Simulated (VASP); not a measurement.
# InP: single point with r2SCAN

Crystal: InP.

```
In P
1.0
     0.00000    2.95379    2.95379
     2.95379    0.00000    2.95379
     2.95379    2.95379    0.00000
In P
1 1
Direct
  0.00000 0.00000 0.00000
  0.25000 0.25000 0.25000
```

| Property | Result |
| --- | --- |
| Program | VASP 6.6.1 |
| Task | single point |
| Functional | r2SCAN |
| Potentials or basis | VASP PAW PBE potentials, release 64 (In_d, P) |
| Cutoff | 520 eV |
| k mesh | 8 × 8 × 8 |
| Occupations | gaussian, width 0.01 eV |
| Spin | no spin polarisation |
| Dipole correction | no |
| Further INCAR settings | ALGO = Normal; EDIFF = 1e-07; NBANDS = 16 |

```json
{
  "Pressure": "-0.1 GPa",
  "Band gap on the k mesh": "1.03 eV, direct"
}
```

Levels at points of the mesh, in eV from the valence-band top:
```csv
k point,band 5,band 6,band 7,band 8,band 9,band 10,band 11,band 12,band 13,band 14
"(0.00, 0.00, 0.00)",-14.45,-11.84,0.00,0.00,0.00,1.03,4.44,4.44,4.44,9.00
"(0.50, 0.00, 0.00)",-14.43,-10.11,-5.75,-0.97,-0.97,1.80,5.16,5.16,7.50,9.97
"(0.50, 0.50, 0.00)",-14.41,-9.46,-5.77,-2.33,-2.33,2.04,2.55,9.73,10.15,10.15
```

It took 43 s on 1 thread of Intel(R) Xeon(R) Platinum 8559C (Emerald Rapids), on a shared host, peak memory 0.19 GiB.

Caveat: the PAW data sets were made with another functional, which shifts forces and pressure a little; spin-orbit coupling is left out, which moves the levels of the heavy elements. r2SCAN opens gaps a little over a GGA but as a rule still falls short of measured ones.
